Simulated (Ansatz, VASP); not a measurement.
## Na3Te4 in VASP and in Ansatz

```
Na Te
1.0
     6.66951    0.00000    0.00000
     0.00000    6.66951    0.00000
     0.00000    0.00000    4.72192
Na Te
3 4
Cartesian
  3.3348 3.3348 2.3610
  3.3348 0.0000 2.3610
  0.0000 3.3348 2.3610
  1.6463 1.6463 0.0000
  1.6463 5.0232 0.0000
  5.0232 1.6463 0.0000
  5.0232 5.0232 0.0000
```

Alike in both runs: functional PBE; k mesh 6 × 6 × 8; occupations gaussian, width 0.1 eV; no spin polarisation.

Ansatz relaxed the structure, and its values are those at the end. VASP's run is a single point on that final structure, the one shown.

|  | VASP | Ansatz |
| --- | --- | --- |
| version | VASP 6.6.1 | Ansatz 0.2.0 |
| potentials or method | VASP PAW PBE potentials, release 64 (Na_pv, Te), cutoff 520 eV | scalar-relativistic, plane waves, PAW |
| valence electrons in the cell | 45 | 91 |

```tsv
	VASP	Ansatz	Ansatz less VASP
gap on the k mesh at the Fermi level (eV)	none	none	-
pressure (GPa)	0.0	0.0	0.00
```

A gap of «none» marks a metal or a gap that the smearing closes. VASP's potentials hold 45 valence electrons a cell and Ansatz's 91, so a difference there can come from the potentials and not from the codes.

Neither program's run includes spin-orbit coupling.
